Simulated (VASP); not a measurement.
# Ti (P2_1/m) in VASP: further runs

The runs below take Ti through single point, with PBEsol.

Program: VASP 6.6.1. These are calculated values, not measurements. Logs are shortened: lines on timing, memory, paths and dates and some standing lists are left out, and cuts for length are marked.

### 1 The cell of the first run

It takes space group P2_1/m (No. 11, monoclinic). Conventional cell: a = 2.973 Å, b = 4.706 Å, c = 2.973 Å, α = 90.00°, β = 120.00°, γ = 90.00°. Ti (site symmetry m) has 12 Ti at 2.80 to 3.04 Å within 3.7 Å.

### 2 Single point, PBEsol (atoms displaced along a vibrational mode, the cell strained)

INCAR

```
SYSTEM = Ti
PREC = Accurate
ENCUT = 520
EDIFF = 1E-6
ISMEAR = 0
SIGMA = 0.15
LREAL = .FALSE.
LASPH = .TRUE.
NELM = 80
ALGO = Fast
ISIF = 2
LWAVE = .FALSE.
LCHARG = .FALSE.
GGA = PS
NBANDS = 19
```

KPOINTS

```
regular mesh
0
G
  18 18 10
  0 0 0
```

POSCAR

```
Ti
1.0
    2.9726925159      0.0000000000      0.0000000000
   -1.4863462580      2.5744272364      0.0000000000
    0.0000000000      0.0000000000      4.7055811914
Ti
2
Direct
    0.2929911185      0.6666666667      0.2500000000
    0.7070088815      0.3333333333      0.7500000000
```

Potentials or basis: VASP PAW PBE potentials, release 64 (Ti_sv).

On the command line:

```
> cat potpaw_PBE.64/Ti_sv/POTCAR > POTCAR
> mpirun -np 1 vasp_std > vasp.out
```

OUTCAR:

```text
SYSTEM = Ti
   PREC = Accurate
   ENCUT = 520
   EDIFF = 1E-6
   ISMEAR = 0
   LREAL = .FALSE.
   LASPH = .TRUE.
   NELM = 80
   ISIF = 2
   GGA = PS

 ion  position               nearest neighbor table
   1  0.293  0.667  0.250-   2 2.80   2 2.80
   2  0.707  0.333  0.750-   1 2.80   1 2.80

  LATTYP: Found a hexagonal cell.
 ALAT       =     2.9726925159
 C/A-ratio  =     1.5829357279

  Lattice vectors:

 A1 = (   2.9726925159,   0.0000000000,   0.0000000000)
 A2 = (  -1.4863462580,   2.5744272364,   0.0000000000)
 A3 = (   0.0000000000,   0.0000000000,   4.7055811914)

Analysis of symmetry for initial positions (statically):
=====================================================================
 Subroutine PRICEL returns:
 Original cell was already a primitive cell.

 Routine SETGRP: Setting up the symmetry group for a
 hexagonal supercell.

 Subroutine GETGRP returns: Found  4 space group operations
 (whereof  2 operations were pure point group operations)
 out of a pool of 24 trial point group operations.

The static configuration has the point symmetry S_2 .
 The point group associated with its full space group is C_2h.

Analysis of symmetry for dynamics (positions and initial velocities):
=====================================================================
 Subroutine PRICEL returns:
 Original cell was already a primitive cell.

 Routine SETGRP: Setting up the symmetry group for a
 hexagonal supercell.

 Subroutine GETGRP returns: Found  4 space group operations
 (whereof  2 operations were pure point group operations)
 out of a pool of 24 trial point group operations.

The dynamic configuration has the point symmetry S_2 .
 The point group associated with its full space group is C_2h.

 Subroutine INISYM returns: Found  4 space group operations
 (whereof  2 operations are pure point group operations),
 and found     1 'primitive' translations

----------------------------------------------------------------------------------------

                                     Primitive cell

  volume of cell :      36.0117

  direct lattice vectors                    reciprocal lattice vectors
     2.972692516  0.000000000  0.000000000     0.336395370  0.194217958  0.000000000
    -1.486346258  2.574427236  0.000000000     0.000000000  0.388435915  0.000000000
     0.000000000  0.000000000  4.705581191     0.000000000  0.000000000  0.212513600

  length of vectors
     2.972692516  2.972692516  4.705581191     0.388435915  0.388435915  0.212513600

  position of ions in fractional coordinates (direct lattice)
     0.292991118  0.666666667  0.250000000
     0.707008882  0.333333333  0.750000000

  ion indices of the primitive-cell ions
   primitive index   ion index
                 1           1
                 2           2

----------------------------------------------------------------------------------------

 KPOINTS: regular mesh

Automatic generation of k-mesh.
 Grid dimensions read from file:
 generate k-points for:   18   18   10

 Generating k-lattice:

  Cartesian coordinates                     Fractional coordinates (reciprocal lattice)
     0.018688632  0.010789887  0.000000000     0.055555556  0.000000000  0.000000000
     0.000000000  0.021579773  0.000000000     0.000000000  0.055555556  0.000000000
     0.000000000  0.000000000  0.021251360     0.000000000  0.000000000  0.100000000

  Length of vectors
     0.021579773  0.021579773  0.021251360

  Shift w.r.t. Gamma in fractional coordinates (k-lattice)
     0.000000000  0.000000000  0.000000000

 Subroutine IBZKPT returns following result:
 ===========================================

 Found    984 irreducible k-points:

 Following reciprocal coordinates:
            Coordinates               Weight
  0.000000  0.000000  0.000000      1.000000
  0.055556  0.000000  0.000000      2.000000
  0.000000  0.055556  0.000000      2.000000
 -0.055556  0.055556  0.000000      2.000000
  0.111111  0.000000  0.000000      2.000000
  0.000000  0.111111  0.000000      2.000000
[... 16 lines left out ...]
[... 48 lines left out ...]
  band No.  band energies     occupation
      1     -48.8432      2.00000
      2     -48.7183      2.00000
      3     -25.4977      2.00000
      4     -24.9564      2.00000
      5     -24.8962      2.00000
      6     -24.8546      2.00000
[... 11 lines left out ...]
     18       9.7463      0.00000
     19      10.5113      0.00000

 k-point     3 :       0.0000    0.0556    0.0000
  band No.  band energies     occupation
      1     -48.8433      2.00000
      2     -48.7181      2.00000
      3     -25.4984      2.00000
      4     -24.9537      2.00000
      5     -24.8976      2.00000
      6     -24.8611      2.00000
[... 11 lines left out ...]
     18       9.7735      0.00000
     19      10.5628      0.00000

 k-point     4 :      -0.0556    0.0556    0.0000
  band No.  band energies     occupation
      1     -48.8435      2.00000
      2     -48.7179      2.00000
      3     -25.4995      2.00000
      4     -24.9491      2.00000
      5     -24.9032      2.00000
      6     -24.8643      2.00000
[... 11 lines left out ...]
     18       9.7593      0.00000
     19      10.7164      0.00000

 k-point     5 :       0.1111    0.0000    0.0000
  band No.  band energies     occupation
      1     -48.8349      2.00000
      2     -48.7157      2.00000
      3     -25.4776      2.00000
      4     -24.9896      2.00000
      5     -24.9128      2.00000
      6     -24.8708      2.00000
[... 11 lines left out ...]
     18       9.5477      0.00000
     19      10.6649      0.00000
[... 334 lines left out ...]
      2     -48.6960      2.00000
      3     -25.2935      2.00000
      4     -25.2821      2.00000
      5     -25.1929      2.00000
      6     -25.0241      2.00000
[... 11 lines left out ...]
     18      10.9690      0.00000
     19      11.0317      0.00000

 k-point    22 :      -0.3889    0.3889    0.0000
  band No.  band energies     occupation
      1     -48.7699      2.00000
      2     -48.6851      2.00000
      3     -25.3375      2.00000
      4     -25.2983      2.00000
      5     -25.1768      2.00000
      6     -25.0449      2.00000
[... 11 lines left out ...]
     18      10.9197      0.00000
     19      11.2929      0.00000

 k-point    23 :       0.4444    0.0000    0.0000
  band No.  band energies     occupation
      1     -48.7330      2.00000
      2     -48.7107      2.00000
      3     -25.3238      2.00000
      4     -25.2362      2.00000
      5     -25.1715      2.00000
      6     -25.0545      2.00000
[... 11 lines left out ...]
     18      11.2193      0.00000
     19      11.6433      0.00000

 k-point    24 :       0.0000    0.4444    0.0000
  band No.  band energies     occupation
      1     -48.7481      2.00000
      2     -48.6957      2.00000
      3     -25.3304      2.00000
      4     -25.2492      2.00000
      5     -25.2261      2.00000
      6     -25.0347      2.00000
[... 11 lines left out ...]
     18      11.1439      0.00000
     19      11.5609      0.00000

 [... further k-points ...]

------------------------ aborting loop because EDIFF is reached ----------------------------------------

  FORCE on cell =-STRESS in cart. coord.  units (eV):
  Direction    XX          YY          ZZ          XY          YZ          ZX
  --------------------------------------------------------------------------------------
  -------------------------------------------------------------------------------------
  Total       -1.7944693     -1.9333696     -1.7132856      0.5506104      0.0000000      0.0000000
  in kB      -79.8367289    -86.0164640    -76.2248310     24.4968985      0.0000000      0.0000000
  external PRESSURE =     -80.6926747 kB  Pullay stress =       0.0000000 kB

 VOLUME and BASIS-vectors are now :
 -----------------------------------------------------------------------------
  energy-cutoff  :      520.00
  volume of cell :       36.01
      direct lattice vectors                 reciprocal lattice vectors
     2.972692516  0.000000000  0.000000000     0.336395370  0.194217958  0.000000000
    -1.486346258  2.574427236  0.000000000     0.000000000  0.388435915  0.000000000
     0.000000000  0.000000000  4.705581191     0.000000000  0.000000000  0.212513600

 POSITION                                       TOTAL-FORCE (eV/Angst)
 -----------------------------------------------------------------------------------
     -0.11993      1.71628      1.17640         0.300455      0.024784      0.000000
      1.60627      0.85814      3.52919        -0.300455     -0.024784     -0.000000
 -----------------------------------------------------------------------------------
    total drift:                               -0.000000      0.000000     -0.000000

  FREE ENERGIE OF THE ION-ELECTRON SYSTEM (eV)
  ---------------------------------------------------
  free  energy   TOTEN  =       -16.5839810675 eV

  energy  without entropy=      -16.5539328484  energy(sigma->0) =      -16.56895696
```

Wall time 9.5 min (1 thread of Intel Xeon 6975P-C (Granite Rapids), shared host); peak memory 0.62 GiB.

Results:

```yaml
Free_energy: -16.5840 eV
Pressure: -8.1 GPa
Largest_force: 0.301 eV/Å
Band_gap_on_the_k_mesh: zero (bands 12 and 13 overlap by 1.07 eV)
```

Forces on the atoms (eV/Å):
```
Ti   0.300  0.025  0.000
Ti  -0.300 -0.025  0.000
```

Stress tensor (GPa, compression positive):
```
-7.98  2.45  0.00
 2.45 -8.60  0.00
 0.00  0.00 -7.62
```

Caveat: the cell differs from its parent crystal (atoms displaced along a vibrational mode, the cell strained); the cell stands under tension; the PAW data sets were made with another functional, which shifts forces and pressure a little.

### 3 Single point, PBEsol (atoms displaced along a vibrational mode, the cell strained)

INCAR

```
PREC     = Accurate       # precision mode
ENCUT    = 520            # plane-wave cutoff, eV
EDIFF    = 1E-7           # SCF threshold, eV
ISMEAR   = 0              # smearing method
SIGMA    = 0.15           # smearing width, eV
LREAL    = F              # projectors in reciprocal space
LASPH    = T              # aspherical terms in the spheres
NELM     = 80             # most SCF steps
ALGO     = Fast           # electronic algorithm
ISIF     = 2              # what is computed and relaxed
LWAVE    = F              # write WAVECAR
LCHARG   = F              # write CHGCAR
GGA      = PS             # functional
NBANDS   = 19             # bands
```

KPOINTS

```
Automatic mesh
0
Gamma
  18 18 10
```

POSCAR

```
Ti
1.0
    2.8276831249      0.0000000000      0.0000000000
   -1.4138415624      2.4488454200      0.0000000000
    0.0000000000      0.0000000000      4.4760406454
Ti
2
Direct
    0.2929911185      0.6666666667      0.2500000000
    0.7070088815      0.3333333333      0.7500000000
```

Potentials or basis: VASP PAW PBE potentials, release 64 (Ti_sv).

On the command line:

```
> cat potpaw_PBE.64/Ti_sv/POTCAR > POTCAR
> mpirun -np 1 vasp_std > vasp.out
```

Run time: 16 min. Hardware: 1 thread of Intel Xeon 6975P-C (Granite Rapids), shared host; peak memory 0.55 GiB.

It converged, with:

```
Free energy            : -16.5898 eV
Pressure               : 9.3 GPa
Largest force          : 0.238 eV/Å
Band gap on the k mesh : zero (bands 12 and 13 overlap by 1.34 eV)
```

Forces in eV/Å, atoms in the order of the input:
```
Ti   0.238  0.001  0.000
Ti  -0.238 -0.001  0.000
```

Stress tensor (GPa, compression positive):
```
 9.40  3.00  0.00
 3.00  8.60  0.00
 0.00  0.00 10.04
```

Levels at points of the mesh, in eV from the Fermi level:
| k point | band 8 | band 9 | band 10 | band 11 | band 12 | band 13 | band 14 | band 15 | band 16 | band 17 |
| --- | --- | --- | --- | --- | --- | --- | --- | --- | --- | --- |
| (0.00, 0.00, 0.00) | -32.14 | -6.40 | -2.91 | 0.72 | 0.79 | 1.05 | 1.22 | 1.42 | 1.50 | 1.76 |
| (0.50, 0.00, 0.00) | -32.28 | -2.47 | -2.20 | -1.66 | -0.49 | 0.10 | 0.68 | 1.18 | 3.83 | 4.05 |
| (0.00, 0.50, 0.00) | -32.29 | -2.44 | -2.37 | -2.09 | -0.39 | 0.65 | 0.85 | 1.22 | 3.91 | 3.93 |
| (0.50, 0.50, 0.00) | -32.27 | -2.66 | -2.46 | -2.45 | -0.29 | 0.45 | 1.55 | 1.57 | 4.05 | 4.06 |
| (0.00, 0.00, 0.50) | -32.23 | -4.38 | -4.38 | 0.12 | 0.12 | 0.73 | 0.73 | 0.93 | 0.93 | 3.08 |
| (0.50, 0.00, 0.50) | -32.35 | -2.92 | -2.92 | -0.88 | -0.88 | 1.81 | 1.81 | 2.12 | 2.12 | 4.05 |
| (0.00, 0.50, 0.50) | -32.33 | -2.83 | -2.83 | -1.02 | -1.02 | 1.63 | 1.63 | 2.33 | 2.33 | 4.07 |
| (0.50, 0.50, 0.50) | -32.38 | -2.67 | -2.67 | -1.08 | -1.08 | 1.56 | 1.56 | 2.12 | 2.12 | 4.09 |

Caveat: the cell differs from its parent crystal (atoms displaced along a vibrational mode, the cell strained); the cell stands under pressure; the PAW data sets were made with another functional, which shifts forces and pressure a little.

### 4 Single point, PBEsol (atoms displaced along a vibrational mode, the cell strained)

INCAR

```
SYSTEM = Ti
PREC     = Accurate       ! precision mode
ENCUT    = 520            ! plane-wave cutoff, eV
EDIFF    = 1E-6           ! SCF threshold, eV
ISMEAR   = 0              ! smearing method
SIGMA    = 0.15           ! smearing width, eV
LREAL    = .False.        ! projectors in reciprocal space
LASPH    = .True.         ! aspherical terms in the spheres
NELM     = 60             ! most SCF steps
ALGO     = Fast           ! electronic algorithm
ISIF     = 2              ! what is computed and relaxed
LWAVE    = .False.        ! write WAVECAR
LCHARG   = .False.        ! write CHGCAR
GGA      = PS             ! functional
NBANDS   = 19             ! bands
```

KPOINTS

```
regular mesh
0
Gamma
  18 18 10
  0 0 0
```

POSCAR

```
Ti
1.0
    2.8639354726      0.0000000000      0.0000000000
   -1.4319677363      2.4802408741      0.0000000000
    0.0000000000      0.0000000000      4.5334257819
Ti
2
Direct
    0.2526489037      0.6666666667      0.2500000000
    0.7473510963      0.3333333333      0.7500000000
```

On the command line:

```
> cat potpaw_PBE.64/Ti_sv/POTCAR > POTCAR
> mpirun -np 1 vasp_std > vasp.out
```

It took 12 min on 1 thread of Intel Xeon 6975P-C (Granite Rapids), shared host; peak memory 0.54 GiB.

The run converged. Its results:

| Property | Result |
| --- | --- |
| Free energy | -16.5664 eV |
| Pressure | 2.8 GPa |
| Largest force | 0.376 eV/Å |
| Band gap on the k mesh | zero (bands 12 and 13 overlap by 1.29 eV) |

Forces in eV/Å, atoms in the order of the input:
```
Ti   0.375  0.028  0.000
Ti  -0.375 -0.028  0.000
```

Stress tensor (GPa, compression positive):
```
3.00 4.12 0.00
4.12 0.76 0.00
0.00 0.00 4.68
```

Levels at points of the mesh, in eV from the Fermi level:
```csv
k point,band 10,band 11,band 12,band 13,band 14,band 15
"(0.00, 0.00, 0.00)",-2.65,0.36,0.84,1.20,1.33,1.41
"(0.50, 0.00, 0.00)",-1.82,-0.94,-0.46,-0.44,0.93,0.95
"(0.00, 0.50, 0.00)",-1.92,-1.84,-0.27,0.74,0.79,1.35
"(0.50, 0.50, 0.00)",-2.47,-2.18,-0.13,0.56,1.61,2.32
"(0.00, 0.00, 0.50)",-4.25,0.12,0.12,0.85,0.85,1.19
"(0.50, 0.00, 0.50)",-2.75,-0.82,-0.82,1.83,1.83,2.27
"(0.00, 0.50, 0.50)",-2.64,-1.07,-1.07,1.56,1.56,2.76
"(0.50, 0.50, 0.50)",-2.27,-1.18,-1.18,1.26,1.26,2.49
```

Caveat: the cell differs from its parent crystal (atoms displaced along a vibrational mode, the cell strained); the PAW data sets were made with another functional, which shifts forces and pressure a little.

### 5 Single point, PBEsol (atoms displaced along a vibrational mode, the cell strained)

INCAR

```
  ALGO = Fast
  EDIFF = 1E-6
  ENCUT = 520
  GGA = PS
  ISIF = 2
  ISMEAR = 0
  LASPH = T
  LCHARG = F
  LREAL = F
  LWAVE = F
  NBANDS = 19
  NELM = 60
  PREC = Accurate
  SIGMA = 0.15
```

KPOINTS

```
k-points
0
Gamma
  18 18 10
```

POSCAR

```
Ti
1.0
    2.8639354726      0.0000000000      0.0000000000
   -1.4319677363      2.4802408741      0.0000000000
    0.0000000000      0.0000000000      4.5334257819
Ti
2
Direct
    0.2929911185      0.6666666667      0.2500000000
    0.7070088815      0.3333333333      0.7500000000
```

On the command line:

```
> cat potpaw_PBE.64/Ti_sv/POTCAR > POTCAR
> mpirun -np 1 vasp_std > vasp.out
```

It took 12 min on 1 thread of Intel Xeon 6975P-C (Granite Rapids), shared host; peak memory 0.55 GiB.

Results (log left out):

```
Free energy            : -16.6409 eV
Pressure               : 3.8 GPa
Largest force          : 0.263 eV/Å
Band gap on the k mesh : zero (bands 12 and 13 overlap by 1.29 eV)
```

Forces in eV/Å, atoms in the order of the input:
```
Ti   0.263  0.009  0.000
Ti  -0.263 -0.009  0.000
```

Stress tensor (GPa, compression positive):
```
3.91 2.88 0.00
2.88 3.15 0.00
0.00 0.00 4.46
```

Levels at points of the mesh, in eV from the Fermi level:
| k point | band 9 | band 10 | band 11 | band 12 | band 13 | band 14 | band 15 | band 16 |
| --- | --- | --- | --- | --- | --- | --- | --- | --- |
| (0.00, 0.00, 0.00) | -6.32 | -2.81 | 0.71 | 0.77 | 1.02 | 1.08 | 1.37 | 1.44 |
| (0.50, 0.00, 0.00) | -2.35 | -2.16 | -1.58 | -0.55 | 0.09 | 0.68 | 1.13 | 3.66 |
| (0.00, 0.50, 0.00) | -2.39 | -2.25 | -1.98 | -0.46 | 0.62 | 0.82 | 1.16 | 3.73 |
| (0.50, 0.50, 0.00) | -2.60 | -2.33 | -2.32 | -0.36 | 0.45 | 1.47 | 1.50 | 3.86 |
| (0.00, 0.00, 0.50) | -4.36 | -4.36 | 0.11 | 0.11 | 0.71 | 0.71 | 0.91 | 0.91 |
| (0.50, 0.00, 0.50) | -2.80 | -2.80 | -0.82 | -0.82 | 1.66 | 1.66 | 2.03 | 2.03 |
| (0.00, 0.50, 0.50) | -2.72 | -2.72 | -0.96 | -0.96 | 1.51 | 1.51 | 2.23 | 2.23 |
| (0.50, 0.50, 0.50) | -2.57 | -2.57 | -1.03 | -1.03 | 1.45 | 1.45 | 2.03 | 2.03 |

Caveat: the cell differs from its parent crystal (atoms displaced along a vibrational mode, the cell strained); the cell stands under pressure; the PAW data sets were made with another functional, which shifts forces and pressure a little.

### 6 Summary

```csv
cell,further INCAR settings,gap on the mesh (eV),pressure (GPa),largest force (eV/Å)
"a = 2.973, b = 2.973, c = 4.706 Å, angles 90.0, 90.0, 120.0°, 2 atoms, atomic positions A",ALGO = Fast; EDIFF = 1e-06; NBANDS = 19,none,-8.1,0.30
"a = 2.828, b = 2.828, c = 4.476 Å, angles 90.0, 90.0, 120.0°, 2 atoms, atomic positions A",ALGO = Fast; EDIFF = 1e-07; NBANDS = 19,none,9.3,0.24
"a = 2.864, b = 2.864, c = 4.533 Å, angles 90.0, 90.0, 120.0°, 2 atoms, atomic positions B",ALGO = Fast; EDIFF = 1e-06; NBANDS = 19,none,2.8,0.38
"a = 2.864, b = 2.864, c = 4.533 Å, angles 90.0, 90.0, 120.0°, 2 atoms, atomic positions A",ALGO = Fast; EDIFF = 1e-06; NBANDS = 19,none,3.8,0.26
```

Alike in all rows: task single point; level PBEsol; potentials or basis VASP PAW PBE potentials, release 64 (Ti_sv); no spin polarisation; k mesh 18 × 18 × 10; cutoff (eV) 520; smearing gaussian 0.15 eV.

Caveats: the PAW data sets were made with another functional, which shifts forces and pressure a little; the cell stands under pressure (at least some runs); the cell stands under tension (at least some runs).

Total energies depend on the potentials used, so only differences within one code and one set of settings carry meaning.
